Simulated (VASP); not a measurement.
Write the native input for VASP 6.6.1 that does the following.

```
Task                   : single point
Functional             : PBE
Potentials or basis    : VASP PAW PBE potentials, release 64 (In_d, Ga_d, P)
Cutoff                 : 520 eV
k mesh                 : 6 × 6 × 6
Occupations            : gaussian, width 0.1 eV
Spin                   : no spin polarisation
Dipole correction      : no
Further INCAR settings : ALGO = Normal; EDIFF = 1e-06; NBANDS = 36
```

The structure of InGa2P3 lies in POSCAR:

```
InGa2P3
1.0
   -1.8791514950      1.8791514950      7.9241900130
    1.8791514950     -1.8791514950      7.9241900130
    1.8791514950      1.8791514950     -7.9241900130
In Ga P
1 2 3
Direct
    0.0000000000      0.0000000000      0.0000000000
    0.6677602196      0.6677602196      0.0000000000
    0.3322397804      0.3322397804      0.0000000000
    0.1716919016      0.1716919016      0.0000000000
    0.8283080984      0.8283080984      0.0000000000
    0.5000000000      0.5000000000      0.0000000000
```

These files were run (other wordings do the same):

INCAR

```
PREC = Accurate
ENCUT = 520
EDIFF = 1E-6
ISMEAR = 0
SIGMA = 0.1
LREAL = F
LASPH = T
NELM = 60
ALGO = Normal
ISIF = 2
LWAVE = F
LCHARG = T
GGA = PE
LELF = T
LVHAR = T
NBANDS = 36
```

KPOINTS

```
Automatic mesh
0
Gamma
  6 6 6
```

Potentials or basis: VASP PAW PBE potentials, release 64 (In_d, Ga_d, P).

Launch:

```sh
$ cat potpaw_PBE.64/In_d/POTCAR potpaw_PBE.64/Ga_d/POTCAR potpaw_PBE.64/P/POTCAR > POTCAR
$ mpirun -np 1 vasp_std > vasp.out
```

Results of the run:

```yaml
Pressure: 0.0 GPa
Largest_force: 0.029 eV/Å
Band_gap_on_the_k_mesh: zero (band 27 reaches 7.02 eV, above the bottom of band 28 at 4.13 eV)
```

Caveat: the k points lie up to 0.39 Å⁻¹ apart; spin-orbit coupling is left out, which moves the levels of the heavy elements.

Wall time 11 min on 1 thread of Intel(R) Xeon(R) Platinum 8488C (Sapphire Rapids) (shared host), peak memory 0.59 GiB.
